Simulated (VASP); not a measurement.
# K2S in VASP: a series of runs

The runs below take K2S through single point, with r2SCAN, HSE06.

Everything below comes from runs of VASP 6.6.1. Logs are shortened: lines on timing, memory, paths and dates and some standing lists are left out, and cuts for length are marked.

## Step 1: The cell of the first run

Symmetry: Immm, No. 71, orthorhombic system. Conventional cell: a = 5.194 Å, b = 5.279 Å, c = 7.405 Å, α = 90.00°, β = 90.00°, γ = 90.00°. Within 4.2 Å of K (site symmetry mm2) lie 4 S at 3.20 to 3.22 Å and 6 K at 3.68 to 3.72 Å. Within 4.2 Å of S (site symmetry mmm) lie 8 K at 3.20 to 3.22 Å.

## Step 2: Single point, r2SCAN (shear xy strain -1.6%)

Input file POSCAR:

```
K2S
1.0
   -0.0298068855      3.7027186978      3.7027186978
    3.7027186978     -0.0298068855      3.7027186978
    3.6729118123      3.6729118123      0.0000000000
K S
2 1
Direct
    0.2514771308      0.2514771308      0.2485228692
    0.7485228692      0.7485228692      0.7514771308
    0.0000000000      0.0000000000      0.0000000000
```

Input file INCAR.step1:

```
ALGO = Normal
EDIFF = 1E-5
ENCUT = 550
GGA = PE
GGA_COMPAT = False
ISMEAR = 0
LASPH = True
LCHARG = False
LREAL = False
LWAVE = True
NBANDS = 19
NELM = 120
PREC = Accurate
SIGMA = 0.01
```

Input file INCAR.step2:

```
ALGO = Normal
EDIFF = 1E-6
ENCUT = 550
GGA_COMPAT = False
ISIF = 2
ISMEAR = 0
ISTART = 1
LASPH = True
LCHARG = False
LMIXTAU = True
LREAL = False
LWAVE = False
METAGGA = R2SCAN
NBANDS = 19
NELM = 120
PREC = Accurate
SIGMA = 0.01
```

Input file KPOINTS:

```
k-points
0
Gamma
  6 6 6
```

Potentials or basis: VASP PAW PBE potentials, release 64 (K_sv, S).

The run is started by

```bash
$ cat potpaw_PBE.64/K_sv/POTCAR potpaw_PBE.64/S/POTCAR > POTCAR
$ cp INCAR.step1 INCAR
$ mpirun -np 1 vasp_std > vasp.out
$ cp INCAR.step2 INCAR
$ mpirun -np 1 vasp_std > vasp.out
```

OUTCAR:

```text
EDIFF = 1E-6
   ENCUT = 550
   ISIF = 2
   ISMEAR = 0
   ISTART = 1
   LASPH = True
   LREAL = False
   METAGGA = R2SCAN
   NELM = 120
   PREC = Accurate

 ion  position               nearest neighbor table
   1  0.251  0.251  0.249-   3 3.20   3 3.20   3 3.22   3 3.22   2 3.68   2 3.70   2 3.70   2 3.70
                             2 3.70   2 3.72
   2  0.749  0.749  0.751-   3 3.20   3 3.20   3 3.22   3 3.22   1 3.68   1 3.70   1 3.70   1 3.70
                             1 3.70   1 3.72
   3  0.000  0.000  0.000-   2 3.20   1 3.20   2 3.20   1 3.20   2 3.22   2 3.22   1 3.22   1 3.22

  LATTYP: Found a body centered orthorhombic cell.
 ALAT       =     5.1942816984
 B/A-ratio  =     1.0162306568
 C/A-ratio  =     1.4256903698

  Lattice vectors:

 A1 = (   0.0298068855,  -3.7027186978,  -3.7027186978)
 A2 = (  -0.0298068855,   3.7027186978,  -3.7027186978)
 A3 = (   3.7027186978,  -0.0298068855,   3.7027186978)

Analysis of symmetry for initial positions (statically):
=====================================================================
 Subroutine PRICEL returns:
 Original cell was already a primitive cell.

 Routine SETGRP: Setting up the symmetry group for a
 body centered orthorhombic supercell.

 Subroutine GETGRP returns: Found  8 space group operations
 (whereof  8 operations were pure point group operations)
 out of a pool of  8 trial point group operations.

The static configuration has the point symmetry D_2h.

Analysis of symmetry for dynamics (positions and initial velocities):
=====================================================================
 Subroutine PRICEL returns:
 Original cell was already a primitive cell.

 Routine SETGRP: Setting up the symmetry group for a
 body centered orthorhombic supercell.

 Subroutine GETGRP returns: Found  8 space group operations
 (whereof  8 operations were pure point group operations)
 out of a pool of  8 trial point group operations.

The dynamic configuration has the point symmetry D_2h.

 Subroutine INISYM returns: Found  8 space group operations
 (whereof  8 operations are pure point group operations),
 and found     1 'primitive' translations

----------------------------------------------------------------------------------------

                                     Primitive cell

  volume of cell :     101.5229

  direct lattice vectors                    reciprocal lattice vectors
    -0.029806886  3.702718698  3.702718698    -0.133957555  0.133957555  0.135035913
[... 82 lines left out ...]
   ISPIN  =      1    spin polarized calculation?
   LNONCOLLINEAR =      F non collinear calculations
   LSORBIT =      F    spin-orbit coupling
   LASPH  =      T    aspherical Exc in radial PAW
   ENCUT  =  550.0 eV  40.42 Ry    6.36 a.u.  10.01 10.01  9.93*2*pi/ulx,y,z
   NELM   =    120;   NELMIN=  2; NELMDL=  0     # of ELM steps
   EDIFF  = 0.1E-05   stopping-criterion for ELM
   LREAL  =      F    real-space projection
   EDIFFG = 0.1E-04   stopping-criterion for IOM
   NSW    =      0    number of steps for IOM
   IBRION =     -1    ionic relax: 0-MD 1-quasi-New 2-CG
   NFREE  =      0    steps in history (QN), initial steepest desc. (CG)
   ISIF   =      2    stress and relaxation
   ISYM   =      2    0-nonsym 1-usesym 2-fastsym
   POTIM  = 0.5000    time-step for ionic-motion
   TEBEG  =    0.0;   TEEND  =   0.0 temperature during run
   PSTRESS=    0.0 pullay stress
   NELECT =      24.0000    total number of electrons
   NUPDOWN=      -1.0000    fix difference up-down
   EMIN   =  10.00;   EMAX   =-10.00  energy-range for DOS
   EFERMI =   0.00;   METHOD = LEGACY
   ISMEAR =     0;   SIGMA  =   0.01  broadening in eV -4-tet -1-fermi 0-gaus
   EFERMI_NEDOS =   21; number of points for ismear=-14 and -15
   IALGO  =     38    algorithm
   IMIX   =      4    mixing-type and parameters
     AMIX     =   0.40;   BMIX     =  1.00
     AMIX_MAG =   1.60;   BMIX_MAG =  1.00
  volume/ion in A,a.u.               =      33.84       228.37
  Fermi-wavevector in a.u.,A,eV,Ry     =   1.012257  1.912887 13.941390  1.024663
  Thomas-Fermi vector in A             =   2.145355
   LORBIT       =      0    0 simple, 1 ext, 2 COOP (PROOUT), +10 PAW based schemes
   METAGGA = R2SCAN    functional components
   LHFCALC =     F    Hartree Fock is set to
   AEXX    =    0.0000 exact exchange contribution
   IVDW    =     0    specifies the selected vdW correction
   LEPSILON=     F    determine dielectric tensor
   LRPA    =     F    only Hartree local field effects (RPA)
 non-spin polarized calculation
 Gauss-broadening in eV      SIGMA  =   0.01
  energy-cutoff  :      550.00
  volume of cell :      101.52
 maximum number of plane-waves:      2988
   NGX = 21   NGY = 21   NGZ = 19

 number of electron      23.9999998 magnetization

 Free energy of the ion-electron system (eV)
  ---------------------------------------------------
  ext. energy  EPLUGINS =         0.00000000
  ---------------------------------------------------
  free energy    TOTEN  =       -23.81291403 eV

  energy without entropy =      -23.81291403  energy(sigma->0) =      -23.81291403

 E-fermi :  -0.5339     XC(G=0):  -7.7104

 val. band max:       -0.5942229769   @ k =   0.5000   0.5000   0.0000
 cond. band min:       2.1494395180   @ k =   0.0000   0.0000   0.0000
 fundamental gap:      2.7436624949
 Fermi energy:        -0.5339418586

 k-point     1 :       0.0000    0.0000    0.0000
  band No.  band energies     occupation
      1     -31.0669      2.00000
      2     -30.9870      2.00000
      3     -13.8895      2.00000
      4     -13.8863      2.00000
      5     -13.8820      2.00000
      6     -13.6569      2.00000
[... 505 lines left out ...]
      6     -13.6465      2.00000
[... 11 lines left out ...]
     18       7.4959      0.00000
     19       8.0383      0.00000

 [... further k-points ...]
[... 5 lines left out ...]
  --------------------------------------------------------------------------------------
  -------------------------------------------------------------------------------------
  Total        0.0152139      0.0152139      0.0159300      0.0924504      0.0000000      0.0000000
  in kB        0.2400975      0.2400975      0.2513978      1.4590001      0.0000000      0.0000000
  external PRESSURE =       0.2438643 kB  Pullay stress =       0.0000000 kB

 VOLUME and BASIS-vectors are now :
 -----------------------------------------------------------------------------
  energy-cutoff  :      550.00
  volume of cell :      101.52
      direct lattice vectors                 reciprocal lattice vectors
    -0.029806886  3.702718698  3.702718698    -0.133957555  0.133957555  0.135035913
     3.702718698 -0.029806886  3.702718698     0.133957555 -0.133957555  0.135035913
     3.672911812  3.672911812  0.000000000     0.136131774  0.136131774 -0.135035913

 POSITION                                       TOTAL-FORCE (eV/Angst)
 -----------------------------------------------------------------------------------
      1.83646      1.83646      1.86230         0.000000     -0.000000     -0.000001
      5.50937      5.50937      5.54314         0.000000     -0.000000      0.000001
      0.00000      0.00000      0.00000        -0.000000      0.000000     -0.000000
 -----------------------------------------------------------------------------------
    total drift:                                0.000000     -0.000000      0.000000

  FREE ENERGIE OF THE ION-ELECTRON SYSTEM (eV)
  ---------------------------------------------------
  free  energy   TOTEN  =       -23.8129140319 eV

  energy  without entropy=      -23.8129140319  energy(sigma->0) =      -23.81291403
```

It took 6 min on 1 thread of Intel Xeon Platinum 8259CL at 2.50GHz (Skylake/Cascade Lake), shared host; peak memory 0.3 GiB.

Results:

| Quantity | Value |
| --- | --- |
| Free energy | -23.8129 eV |
| Pressure | 0.0 GPa |
| Band gap on the k mesh | 2.74 eV, indirect (least direct gap 2.94 eV) |

Caveat: the cell differs from its parent crystal (shear xy strain -1.6%); the PAW data sets were made with another functional, which shifts forces and pressure a little. A k mesh can miss the band edges.

## Step 3: Single point, HSE06 (strain -1.1%)

Input file POSCAR:

```
K2S
1.0
    0.0000000000      3.6612482484      3.6612482484
    3.6612482484      0.0000000000      3.6612482484
    3.6612482484      3.6612482484      0.0000000000
K S
2 1
Direct
    0.2500000000      0.2500000000      0.2500000000
    0.7500000000      0.7500000000      0.7500000000
    0.0000000000      0.0000000000      0.0000000000
```

Input file INCAR.step1:

```
SYSTEM = K2S
ALGO = Normal ; EDIFF = 1E-5
ENCUT = 400 ; GGA = PE
GGA_COMPAT = .FALSE. ; ISIF = 2
ISMEAR = 0 ; LASPH = .TRUE.
LCHARG = .FALSE. ; LREAL = .FALSE.
LWAVE = .TRUE. ; NBANDS = 19
NELM = 120 ; PREC = Accurate
SIGMA = 0.01
```

Input file INCAR.step2:

```
SYSTEM = K2S
ALGO = Normal ; EDIFF = 1E-6
ENCUT = 400 ; GGA = PE
GGA_COMPAT = .FALSE. ; HFSCREEN = 0.2079
ISIF = 2 ; ISMEAR = 0
ISTART = 1 ; LASPH = .TRUE.
LCHARG = .FALSE. ; LHFCALC = .TRUE.
LREAL = .FALSE. ; LWAVE = .FALSE.
NBANDS = 19 ; NELM = 120
PREC = Accurate ; PRECFOCK = Normal
SIGMA = 0.01
```

Input file KPOINTS:

```
k-points
0
G
  4 4 4
  0 0 0
```

Potentials or basis: VASP PAW PBE potentials, release 64 (K_sv, S).

The run is started by

```bash
$ cat potpaw_PBE.64/K_sv/POTCAR potpaw_PBE.64/S/POTCAR > POTCAR
$ cp INCAR.step1 INCAR
$ mpirun -np 1 vasp_std > vasp.out
$ cp INCAR.step2 INCAR
$ mpirun -np 1 vasp_std > vasp.out
```

It took 21 min on 1 thread of Intel Xeon Platinum 8259CL at 2.50GHz (Skylake/Cascade Lake), shared host; peak memory 0.32 GiB.

Results (log left out):

- Free energy: -10.8335 eV
- Pressure: 0.9 GPa
- Band gap on the k mesh: 3.40 eV, indirect (least direct gap 3.62 eV)

Levels at points of the mesh, in eV from the valence-band top:
| k point | band 8 | band 9 | band 10 | band 11 | band 12 | band 13 | band 14 | band 15 | band 16 | band 17 |
| --- | --- | --- | --- | --- | --- | --- | --- | --- | --- | --- |
| (0.00, 0.00, 0.00) | -13.49 | -10.64 | -0.22 | -0.22 | -0.22 | 3.40 | 6.71 | 6.71 | 8.89 | 8.89 |
| (0.50, 0.00, 0.00) | -13.63 | -10.37 | -0.66 | -0.07 | -0.07 | 5.80 | 6.24 | 7.02 | 7.02 | 9.05 |
| (0.50, 0.50, 0.00) | -13.41 | -10.31 | -0.80 | 0.00 | 0.00 | 4.46 | 6.53 | 8.01 | 8.05 | 8.98 |

Caveat: the cell differs from its parent crystal (strain -1.1%); the PAW data sets were made with another functional, which shifts forces and pressure a little. A k mesh can miss the band edges.
